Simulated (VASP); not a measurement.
# Al32AgO48 (a cell with a defect) (Ag interstitial hop between voids) in VASP: a series of runs

Al32AgO48 (a cell with a defect) (Ag interstitial hop between voids) is run at these levels: PBE; tasks: single point.

Everything below comes from runs of VASP 6.6.1. Logs are shortened: lines on timing, memory, paths and dates and some standing lists are left out, and cuts for length are marked.

**1. The cell of the first run**

The cell holds a defect, 81 atoms: a = 10.361 Å, b = 10.361 Å, c = 10.361 Å, α = 55.29°, β = 55.29°, γ = 55.29°.

**2. Single point, PBE**

Input file INCAR:

```
SYSTEM = Al32AgO48
  ALGO = Normal
  EDIFF = 1E-6
  ENCUT = 520
  GGA = PE
  ISIF = 2
  ISMEAR = -1
  LASPH = .TRUE.
  LCHARG = .FALSE.
  LREAL = Auto
  LWAVE = .FALSE.
  NBANDS = 244
  NELECT = 394.0
  NELM = 100
  PREC = Accurate
  SIGMA = 0.01
```

Input file KPOINTS:

```
k-points
0
G
  1 1 1
  0 0 0
```

Input file POSCAR:

```
Al32AgO48
1.0
    4.8078835200      2.7758328500      8.7484141900
   -4.8078835200      2.7758328500      8.7484141900
    0.0000000000     -5.5516656900      8.7484141900
Al O Ag
32 48 1
Direct
    0.3140626001      0.3178293603      0.3355982657
    0.4302044943      0.4231214317      0.4271472206
    0.0718328875      0.0751993155      0.0740468255
    0.1742864454      0.1756846579      0.1769503473
    0.3181336978      0.3180411916      0.8173667187
    0.4164405618      0.4144883936      0.9086126289
    0.0734389193      0.0732676927      0.5744212939
    0.1754990648      0.1751119983      0.6777471296
    0.3230551953      0.8262879007      0.3240169633
    0.4259989871      0.9287617953      0.4246235767
    0.0712988537      0.5708391468      0.0763634144
    0.1659367196      0.6829745418      0.1803654178
    0.3208604936      0.8307335168      0.8194704671
    0.4232620896      0.9285640875      0.9280952797
    0.0757939034      0.5733772517      0.5709852093
    0.1755351960      0.6775473700      0.6730199883
    0.8248079728      0.3221847015      0.3256841113
    0.9239330942      0.4260871671      0.4282892174
    0.5772086913      0.0729755075      0.0704565328
    0.6823306809      0.1663513487      0.1837406595
    0.8312196186      0.3185728172      0.8194358887
    0.9286722997      0.4280506121      0.9222362649
    0.5736722631      0.0714380248      0.5757516559
    0.6781995884      0.1735930092      0.6748808139
    0.8229599317      0.8231590744      0.3253345729
    0.9262352071      0.9256555874      0.4267029055
    0.5909838397      0.5864994558      0.0828848372
    0.6820057375      0.6825772678      0.1817220939
    0.8268321949      0.8248425316      0.8218464162
    0.9285223227      0.9243961641      0.9266331879
    0.5722247291      0.5775424845      0.5709553649
    0.6804426663      0.6789586978      0.6701055977
    0.2219825883      0.0306597939      0.3740778043
    0.4737923416      0.1295252609      0.2747296003
    0.0240246780      0.3730919490      0.2242111029
    0.3761273196      0.2164777305      0.0233227693
    0.1190893071      0.2773600547      0.4779982298
    0.2567663527      0.4550967221      0.1410173445
    0.2197462374      0.0307575229      0.8743583409
    0.4715141935      0.1225756146      0.7764901113
    0.0298425638      0.3743623855      0.7199404728
    0.3736845345      0.2199358392      0.5299647872
    0.1228109819      0.2768686709      0.9710574618
    0.2769856650      0.4714005658      0.6215164441
    0.2263197416      0.5257038589      0.3700481972
    0.4759316022      0.6254039074      0.2820987598
    0.0237951199      0.8789641615      0.2221484784
    0.3626785031      0.7390908414      0.0381082474
    0.1263513682      0.7779739658      0.4690650483
    0.2764119844      0.9749480464      0.1262646311
    0.2165815281      0.5253651224      0.8740556787
    0.4628787521      0.6335526009      0.7656022261
    0.0306238115      0.8738579330      0.7214198646
    0.3737722796      0.7238662621      0.5252485538
    0.1285266049      0.7743017992      0.9736002959
    0.2786505962      0.9747380993      0.6218482719
    0.7219450408      0.0225057421      0.3805119259
    0.9698029880      0.1252588845      0.2782119807
    0.5515253523      0.3599296840      0.2393882219
    0.8726161725      0.2240722235      0.0261755797
    0.6270923129      0.2752826615      0.4760096727
    0.7868380175      0.4762155843      0.1225970328
    0.7243562537      0.0250010291      0.8731838731
    0.9756914570      0.1203728010      0.7791726457
    0.5252037502      0.3763993988      0.7130173699
    0.8745460040      0.2212670261      0.5302533031
    0.6370092559      0.2645013446      0.9540794315
    0.7758334006      0.4733031161      0.6271846731
    0.7229826745      0.5288361063      0.3770350469
    0.9683255718      0.6263432216      0.2805688928
    0.5286776287      0.8783402493      0.2228055514
    0.8775271897      0.7237532580      0.0282182148
    0.6249415019      0.7800954210      0.4702231591
    0.7796214416      0.9703759416      0.1261994466
    0.7336910499      0.5392220671      0.8659848436
    0.9746913717      0.6263220695      0.7756525673
    0.5269904534      0.8720985450      0.7244910192
    0.8787319611      0.7204822174      0.5252888439
    0.6250688188      0.7850871998      0.9739518805
    0.7789013402      0.9693568661      0.6256731574
    0.4893231941      0.4905653684      0.0200081337
```

Potentials or basis: VASP PAW PBE potentials, release 64 (Al, O, Ag).

Started as:

```sh
$ cat potpaw_PBE.64/Al/POTCAR potpaw_PBE.64/O/POTCAR potpaw_PBE.64/Ag/POTCAR > POTCAR
$ mpirun -np 1 vasp_gam > vasp.out
```

OUTCAR:

```text
SYSTEM = Al32AgO48
   EDIFF = 1E-6
   ENCUT = 520
   GGA = PE
   ISIF = 2
   ISMEAR = -1
   LASPH = .TRUE.
   LREAL = Auto
   NELECT = 394.0
   NELM = 100
   PREC = Accurate

 ion  position               nearest neighbor table
   1  0.314  0.318  0.336-  37 1.82  34 1.87  38 1.89  42 1.96  45 1.97  59 2.27   8 2.73  81 2.73
                             2 2.74  12 2.92  20 2.94  10 3.18  18 3.19
   2  0.430  0.423  0.427-  44 1.85  61 1.87  59 1.88  46 1.90  42 2.01  45 2.02   1 2.74  23 2.81
                            27 2.82  15 2.83   5 3.16  17 3.23   9 3.29
   3  0.072  0.075  0.074-  47 1.86  39 1.87  60 1.89  43 1.96  58 1.98  50 2.01   4 2.68  14 2.81
                            26 2.82  22 2.82  20 3.18  12 3.21   8 3.24
   4  0.174  0.176  0.177-  33 1.87  35 1.87  36 1.88  50 1.96  58 1.99  43 2.01   3 2.68  17 2.80
                             9 2.80   5 2.86  11 3.23   7 3.25  19 3.29
   5  0.318  0.318  0.817-  40 1.83  43 1.83  44 1.83  36 2.05  51 2.06  65 2.06   6 2.50  16 2.86
                             4 2.86  24 2.87  14 3.15  22 3.15   2 3.16
   6  0.416  0.414  0.909-  65 1.83  51 1.84  36 1.85  52 2.04  67 2.05  38 2.13  81 2.29   5 2.50
                            31 2.76  19 2.80  11 2.82  24 3.34  16 3.35
   7  0.073  0.073  0.574-  53 1.86  66 1.87  33 1.87  37 1.97  64 1.98  56 1.99   8 2.69  30 2.82
                            10 2.82  18 2.82  24 3.23  16 3.24   4 3.25
   8  0.175  0.175  0.678-  39 1.85  41 1.86  42 1.86  64 1.97  37 1.98  56 1.98   7 2.69   1 2.73
                            21 2.75  13 2.75   3 3.24  15 3.25  23 3.25
   9  0.323  0.826  0.324-  49 1.87  50 1.87  46 1.88  54 1.96  33 1.99  71 2.01  10 2.68  16 2.80
[... 83 lines left out ...]
  69  0.723  0.529  0.377-  28 1.83  31 1.85  18 1.96  17 2.02
  70  0.968  0.626  0.281-  25 1.85  18 1.88  12 1.97  11 2.02
  71  0.529  0.878  0.223-  28 1.83  19 1.85  10 1.96   9 2.01
  72  0.878  0.724  0.028-  28 1.83  11 1.85  30 1.96  29 2.01
  73  0.625  0.780  0.470-  25 1.85  10 1.87  32 1.98  31 1.99
  74  0.780  0.970  0.126-  25 1.86  30 1.88  20 1.96  19 2.00
  75  0.734  0.539  0.866-  32 1.88  22 1.92  27 2.03  21 2.13  81 2.27
  76  0.975  0.626  0.776-  22 1.87  29 1.87  16 1.96  15 2.01
  77  0.527  0.872  0.724-  32 1.87  23 1.88  13 1.97  14 2.01
  78  0.879  0.720  0.525-  32 1.85  15 1.86  25 1.98  26 1.99
  79  0.625  0.785  0.974-  27 1.83  29 1.87  14 1.90  28 2.06
  80  0.779  0.969  0.626-  29 1.86  26 1.86  24 1.98  23 1.99
  81  0.489  0.491  0.020-  38 2.13  59 2.14  48 2.19  67 2.20  52 2.27  75 2.27   6 2.29  27 2.29
                             1 2.73  12 2.79  20 2.81  13 2.93  21 2.95  32 3.01

  LATTYP: Found a trigonal (rhomboedric) cell.
 ALAT       =    10.3612616410
 COS(alpha) =     0.5693617618

  Lattice vectors:

 A1 = (   4.8078835200,   2.7758328500,   8.7484141900)
 A2 = (  -4.8078835200,   2.7758328500,   8.7484141900)
 A3 = (   0.0000000000,  -5.5516656900,   8.7484141900)

Analysis of symmetry for initial positions (statically):
=====================================================================
 Subroutine PRICEL returns:
 Original cell was already a primitive cell.

 Routine SETGRP: Setting up the symmetry group for a
 trigonal (rhombohedral) supercell.

 Subroutine GETGRP returns: Found  1 space group operations
 (whereof  1 operations were pure point group operations)
 out of a pool of 12 trial point group operations.

The static configuration has the point symmetry C_1 .

Analysis of symmetry for dynamics (positions and initial velocities):
=====================================================================
 Subroutine PRICEL returns:
 Original cell was already a primitive cell.

 Routine SETGRP: Setting up the symmetry group for a
 trigonal (rhombohedral) supercell.

 Subroutine GETGRP returns: Found  1 space group operations
 (whereof  1 operations were pure point group operations)
 out of a pool of 12 trial point group operations.

The dynamic configuration has the point symmetry C_1 .

 Subroutine INISYM returns: Found  1 space group operations
[... 202 lines left out ...]
  Shift w.r.t. Gamma in fractional coordinates (k-lattice)
     0.000000000  0.000000000  0.000000000

 Subroutine IBZKPT returns following result:
 ===========================================

 Found      1 irreducible k-points:

 Following reciprocal coordinates:
            Coordinates               Weight
  0.000000  0.000000  0.000000      1.000000
   k-points           NKPTS =      1   k-points in BZ     NKDIM =      1   number of bands    NBANDS=    244
   number of dos      NEDOS =    301   number of ions     NIONS =     81
   total plane-waves  NPLWV = 512000
   dimension x,y,z NGX =    80 NGY =   80 NGZ =   80
   dimension x,y,z NGXF=   160 NGYF=  160 NGZF=  160
   ions per type =              32  48   1
   NGX,Y,Z   is equivalent  to a cutoff of  12.84, 12.84, 12.84 a.u.
   NGXF,Y,Z  is equivalent  to a cutoff of  25.67, 25.67, 25.67 a.u.
 SYSTEM =  Al32AgO48
   PREC   = accura    normal or accurate (medium, high low for compatibility)
   ISTART =      0    job   : 0-new  1-cont  2-samecut
   ICHARG =      2    charge: 1-file 2-atom 10-const
   ISPIN  =      1    spin polarized calculation?
   LNONCOLLINEAR =      F non collinear calculations
   LSORBIT =      F    spin-orbit coupling
   LASPH  =      T    aspherical Exc in radial PAW
   ENCUT  =  520.0 eV  38.22 Ry    6.18 a.u.  19.27 19.27 19.27*2*pi/ulx,y,z
   NELM   =    100;   NELMIN=  2; NELMDL= -5     # of ELM steps
   EDIFF  = 0.1E-05   stopping-criterion for ELM
   LREAL  =      T    real-space projection
   EDIFFG = 0.1E-04   stopping-criterion for IOM
   NSW    =      0    number of steps for IOM
   IBRION =     -1    ionic relax: 0-MD 1-quasi-New 2-CG
   NFREE  =      0    steps in history (QN), initial steepest desc. (CG)
   ISIF   =      2    stress and relaxation
   ISYM   =      2    0-nonsym 1-usesym 2-fastsym
   POTIM  = 0.5000    time-step for ionic-motion
   TEBEG  =    0.0;   TEEND  =   0.0 temperature during run
   PSTRESS=    0.0 pullay stress
   NELECT =     394.0000    total number of electrons
   NUPDOWN=      -1.0000    fix difference up-down
   EMIN   =  10.00;   EMAX   =-10.00  energy-range for DOS
   EFERMI =   0.00;   METHOD = LEGACY
   ISMEAR =    -1;   SIGMA  =   0.01  broadening in eV -4-tet -1-fermi 0-gaus
   EFERMI_NEDOS =   21; number of points for ismear=-14 and -15
   IALGO  =     38    algorithm
   IMIX   =      4    mixing-type and parameters
     AMIX     =   0.40;   BMIX     =  1.00
     AMIX_MAG =   1.60;   BMIX_MAG =  1.00
  volume/ion in A,a.u.               =       8.65        58.36
  Fermi-wavevector in a.u.,A,eV,Ry     =   1.351339  2.553660 24.845829  1.826117
  Thomas-Fermi vector in A             =   2.478769
   LORBIT       =      0    0 simple, 1 ext, 2 COOP (PROOUT), +10 PAW based schemes
   GGA     = PE    functional components
[... 5 lines left out ...]
 non-spin polarized calculation
  energy-cutoff  :      520.00
  volume of cell :      700.53
 maximum number of plane-waves:      9404
 NGX is ok and might be reduce to    80
   NGX = 39   NGY = 39   NGZ = 39

 number of electron     393.9999998 magnetization

 Free energy of the ion-electron system (eV)
  ---------------------------------------------------
  ext. energy  EPLUGINS =         0.00000000
  ---------------------------------------------------
  free energy    TOTEN  =      -600.94935950 eV

  energy without entropy =     -600.94935950  energy(sigma->0) =     -600.94935950

 E-fermi :   8.0196     XC(G=0): -11.6635

 val. band max:        7.7811373658   @ k =   0.0000   0.0000   0.0000
 cond. band min:      11.5619876490   @ k =   0.0000   0.0000   0.0000
 fundamental gap:      3.7808502832
 Fermi energy:         8.0196192552

 k-point     1 :       0.0000    0.0000    0.0000
  band No.  band energies     occupation
      1     -12.9845      2.00000
      2     -12.0687      2.00000
      3     -12.0512      2.00000
      4     -12.0103      2.00000
      5     -11.9081      2.00000
      6     -11.8856      2.00000
[... 201 lines left out ...]
    208      15.2520      0.00000
    209      15.3068      0.00000
 [bands above 209 left out]

------------------------ aborting loop because EDIFF is reached ----------------------------------------

  FORCE on cell =-STRESS in cart. coord.  units (eV):
  Direction    XX          YY          ZZ          XY          YZ          ZX
  --------------------------------------------------------------------------------------
  -------------------------------------------------------------------------------------
  Total       13.2087252     13.3135421     19.1723702      0.3153765      0.0997850      0.6428968
  in kB       30.2095081     30.4492334     43.8488850      0.7212937      0.2282171      1.4703611
  external PRESSURE =      34.8358755 kB  Pullay stress =       0.0000000 kB

 VOLUME and BASIS-vectors are now :
 -----------------------------------------------------------------------------
  energy-cutoff  :      520.00
  volume of cell :      700.53
      direct lattice vectors                 reciprocal lattice vectors
     4.807883520  2.775832850  8.748414190     0.103995864  0.060042040  0.038102144
    -4.807883520  2.775832850  8.748414190    -0.103995864  0.060042040  0.038102144
     0.000000000 -5.551665690  8.748414190     0.000000000 -0.120084080  0.038102144

 POSITION                                       TOTAL-FORCE (eV/Angst)
 -----------------------------------------------------------------------------------
     -0.01811     -0.10910      8.46401         0.000139     -0.002619     -0.008805
      0.03405     -0.00269     11.20211        -0.004468      0.001588      0.015367
     -0.01619     -0.00295      1.93409         0.000729     -0.004013     -0.005114
     -0.00672     -0.01091      4.60973         0.002087      0.002699      0.011194
      0.00044     -2.77183     12.71618        -0.000270      0.002989     -0.012045
      0.00939     -2.73779     15.21823        -0.000979     -0.003051     -0.012032
[... 73 lines left out ...]
     -0.91569      1.37934     20.76813         0.003976      0.001000      0.000130
     -0.00597      2.60893      8.74751        -0.000159     -0.017344     -0.000438
 -----------------------------------------------------------------------------------
    total drift:                                0.009062     -0.027248     -0.007378

  FREE ENERGIE OF THE ION-ELECTRON SYSTEM (eV)
  ---------------------------------------------------
  free  energy   TOTEN  =      -600.9493594966 eV

  energy  without entropy=     -600.9493594965  energy(sigma->0) =     -600.94935950
```

It took 8.2 min on 1 thread of Oxide Virtual Turin-like, shared host; peak memory 0.92 GiB.

Results:

* Free energy: -600.9494 eV
* Largest force: 0.019 eV/Å

Forces on the atoms (eV/Å):
```
Al   0.000 -0.003 -0.009
Al  -0.004  0.002  0.015
Al   0.001 -0.004 -0.005
Al   0.002  0.003  0.011
Al   0.000  0.003 -0.012
Al  -0.001 -0.003 -0.012
Al  -0.003  0.000 -0.008
Al  -0.001  0.000  0.004
Al   0.002 -0.001 -0.010
Al  -0.003 -0.001  0.005
Al   0.001  0.005 -0.017
Al  -0.003 -0.004  0.005
Al  -0.001  0.003 -0.004
Al   0.004  0.004  0.018
Al  -0.001  0.001 -0.005
Al   0.000 -0.002  0.009
Al   0.000  0.002 -0.010
Al   0.003  0.001  0.006
Al  -0.005 -0.005 -0.017
Al   0.003 -0.003  0.010
Al   0.002  0.007 -0.006
Al   0.004 -0.004  0.016
Al   0.003  0.005 -0.005
Al  -0.003  0.001  0.009
Al   0.000  0.000 -0.004
Al  -0.001  0.000  0.008
Al  -0.001 -0.004  0.010
Al   0.000  0.002  0.009
Al  -0.003 -0.003 -0.010
Al  -0.002  0.001  0.003
Al   0.006  0.001 -0.016
Al   0.000  0.004  0.004
O   -0.004 -0.002  0.001
O   -0.002  0.006  0.007
O    0.000  0.003  0.001
O    0.004 -0.013  0.000
O   -0.004  0.001 -0.003
O    0.006  0.010  0.013
O   -0.003  0.000  0.000
O   -0.002 -0.001 -0.001
O    0.002  0.003  0.001
O    0.001 -0.003  0.002
O   -0.001  0.003 -0.002
O    0.004  0.001 -0.001
O    0.004  0.002 -0.005
O   -0.007 -0.010  0.001
O   -0.001  0.006  0.001
O    0.011 -0.002 -0.008
O   -0.002  0.006  0.001
O    0.003  0.001  0.000
O   -0.013  0.000  0.001
O    0.000 -0.006  0.005
O    0.001  0.004 -0.001
O    0.003 -0.004  0.004
O    0.003  0.000  0.004
O    0.003  0.000 -0.001
O   -0.006  0.000 -0.001
O    0.000 -0.004 -0.002
O   -0.007  0.012 -0.012
O   -0.006  0.001 -0.004
O   -0.002  0.000  0.002
O    0.014 -0.002  0.004
O   -0.003  0.000  0.003
O    0.003 -0.006  0.000
O    0.009  0.012 -0.005
O    0.002 -0.005  0.000
O   -0.006  0.002  0.008
O   -0.004 -0.005  0.006
O   -0.002  0.000  0.001
O    0.003 -0.001 -0.003
O    0.002  0.003  0.002
O    0.000 -0.002  0.003
O   -0.003  0.003 -0.001
O    0.003  0.000  0.000
O   -0.008 -0.006 -0.005
O   -0.001 -0.003 -0.003
O    0.002 -0.005 -0.005
O    0.002 -0.004  0.001
O   -0.005  0.013  0.002
O    0.004  0.001  0.000
Ag   0.000 -0.017  0.000
```

Caveat: the k points lie up to 0.79 Å⁻¹ apart; the cell carries a net charge on a neutralising background, which shifts energy and pressure; the cell is charged against a uniform background, so pressure and absolute levels hang on convention.

(Part 1 of 4 ends here.)
